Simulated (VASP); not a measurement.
Ti2Cl:

```
CELL_PARAMETERS angstrom
2.96329 0.00000 0.00000
0.00000 2.96329 0.00000
0.00000 0.00000 6.11401
ATOMIC_POSITIONS crystal
Ti 0.50000 0.50000 0.29500
Ti 0.50000 0.50000 0.70500
Cl 0.00000 0.00000 0.00000
```

The cell was built from a structure type or drawn by symmetry, and may not be a known phase.

- Program: VASP 6.6.1
- Task: relaxation of cell and atoms
- Functional: PBE
- Potentials or basis: VASP PAW PBE potentials, release 64 (Ti_sv, Cl)
- Cutoff: 600 eV
- k mesh: 6 × 6 × 4
- Occupations: gaussian, width 0.1 eV
- Spin: collinear spin
- Starting moments: [1.0, 1.0, 0.0] μB

At the start: pressure -2.3 GPa; volume 17.90 Å³/atom.

**Question.** How do energy, volume and symmetry change on relaxing?

**Answer.** Over 11 steps the energy falls by 38.8 meV/atom and the volume is 16.68 Å³/atom (-6.8 %); space group P4/mmm (No. 123, to 0.1 Å) before and after; moment 0.00 μB per cell.

Step by step:
| step | energy change (eV) | largest force (eV/Å) | pressure (GPa) | volume (Å³) |
| --- | --- | --- | --- | --- |
| 1 | 0.0000 | 0.4589 | -2.35 | 53.69 |
| 2 | -0.0367 | 0.4354 | -0.28 | 51.68 |
| 3 | -0.0441 | 0.3868 | 1.66 | 50.22 |
| 4 | -0.0687 | 0.2299 | 1.71 | 49.85 |
| 5 | -0.0914 | 0.0017 | 2.26 | 49.08 |
| 6 | -0.0908 | 0.1810 | 2.79 | 48.78 |
| 7 | -0.0923 | 0.0758 | 2.47 | 48.95 |
| 8 | -0.1111 | 0.0843 | -0.66 | 50.60 |
| 9 | -0.1112 | 0.0841 | -0.57 | 50.55 |
| 10 | -0.1148 | 0.0461 | -0.26 | 50.33 |
| 11 | -0.1163 | 0.0114 | 0.18 | 50.04 |

Final structure:
```yaml
crystal:
  lattice:
    - [2.98314, 0.00000, 0.00000]
    - [0.00000, 2.98314, 0.00000]
    - [0.00000, 0.00000, 5.62276]
  atoms:
    - { symbol: Ti, position: [0.50000, 0.50000, 0.27418] }
    - { symbol: Ti, position: [0.50000, 0.50000, 0.72582] }
    - { symbol: Cl, position: [0.00000, 0.00000, 0.00000] }
```
